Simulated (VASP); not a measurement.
Ti2NbC3, 6 atoms in the cell. The structure is hexagonal, space group P-6m2 (No. 187). The conventional cell has a = 3.358 Å, b = 3.358 Å, c = 7.685 Å, α = 90.00°, β = 90.00°, γ = 120.00°. Within 3.1 Å of Ti (site symmetry 3m) lie 6 C at 2.32 Å and 1 Ti at 2.54 Å. Within 2.6 Å of Nb (site symmetry -6m2) lie 3 C at 1.94 Å. Within 2.6 Å of C (site symmetry -6m2) lie 3 C at 1.94 Å and 6 Ti at 2.32 Å. Within 2.6 Å of C (site symmetry -6m2) lie 3 Nb at 1.94 Å. C (site symmetry -6m2) has 3 C at 1.94 Å and 6 Ti at 2.32 Å within 2.6 Å. 

* Program: VASP 6.6.1
* Task: single point
* Functional: PBE
* Potentials or basis: VASP PAW PBE potentials, release 64 (Ti_sv, Nb_sv, C)
* Cutoff: 520 eV
* k mesh: 6 × 6 × 4
* Occupations: gaussian, width 0.1 eV
* Spin: no spin polarisation
* Dipole correction: no
* Further INCAR settings: ALGO = Normal; EDIFF = 1e-07; NBANDS = 34

Potentials or basis: VASP PAW PBE potentials, release 64 (Ti_sv, Nb_sv, C).

The run is started by

```console
$ cat potpaw_PBE.64/Ti_sv/POTCAR potpaw_PBE.64/Nb_sv/POTCAR potpaw_PBE.64/C/POTCAR > POTCAR
$ mpirun -np 1 vasp_std > vasp.out
```

Hardware: 1 thread of Intel(R) Xeon(R) Platinum 8124M CPU @ 3.00GHz (Skylake/Cascade Lake), on a shared host.

Problem. How long does it take, and how much memory?

Solution. Wall time 2.5 min on 1 thread of Intel(R) Xeon(R) Platinum 8124M CPU @ 3.00GHz (Skylake/Cascade Lake), on a shared host, peak memory 0.23 GiB. Counts: scf iterations 18, k points 21.
